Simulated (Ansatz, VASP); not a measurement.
# Hg: VASP beside Ansatz

The input INCAR:

```
PREC = Accurate
ENCUT = 520
EDIFF = 1E-7
ISMEAR = 0
SIGMA = 0.019
LREAL = False
LASPH = True
NELM = 80
ALGO = Normal
ISIF = 2
LWAVE = False
LCHARG = False
GGA = PE
NBANDS = 12
```

File KPOINTS:

```
Automatic mesh
0
Gamma
  8 8 8
```

POSCAR

```
Hg
1.0
    0.0000000000      2.4388235132      2.4388235132
    2.4388235132      0.0000000000      2.4388235132
    2.4388235132      2.4388235132      0.0000000000
Hg
1
Direct
    0.0000000000      0.0000000000      0.0000000000
```

Input for Ansatz:

```yaml
crystal:
  lattice:
    - [0.0, 2.4388235132, 2.4388235132]
    - [2.4388235132, 0.0, 2.4388235132]
    - [2.4388235132, 2.4388235132, 0.0]
  atoms:
    - { symbol: Hg, position: [0.0, 0.0, 0.0] }
basis:
  ecutwfc: 420
kpoints:
  mp_grid: { grid: [8, 8, 8] }
hamiltonian:
  xc: pbe
scf:
  occupations: { method: gaussian, width: 0.019 }
output:
  forces: true
  stress: true
  eigenvalues: true
```

Alike in both runs: task single point; functional PBE; k mesh 8 × 8 × 8; occupations gaussian, width 0.019 eV; no spin polarisation.

|  | VASP | Ansatz |
| --- | --- | --- |
| version | VASP 6.6.1 | Ansatz 0.2.0 |
| potentials or method | VASP PAW PBE potentials, release 64 (Hg), cutoff 520 eV | scalar-relativistic, plane waves, PAW |
| valence electrons in the cell | 12 | 20 |

VASP gave:

- gap on the k mesh at the Fermi level (eV): none
- pressure (GPa): 0.8

Which values does Ansatz return?

gap on the k mesh at the Fermi level (eV): none; pressure (GPa): 0.7.

A gap of «none» marks a metal or a gap that the smearing closes. VASP's potentials hold 12 valence electrons a cell and Ansatz's 20, so a difference there can come from the potentials and not from the codes.

Spin-orbit coupling is off throughout.
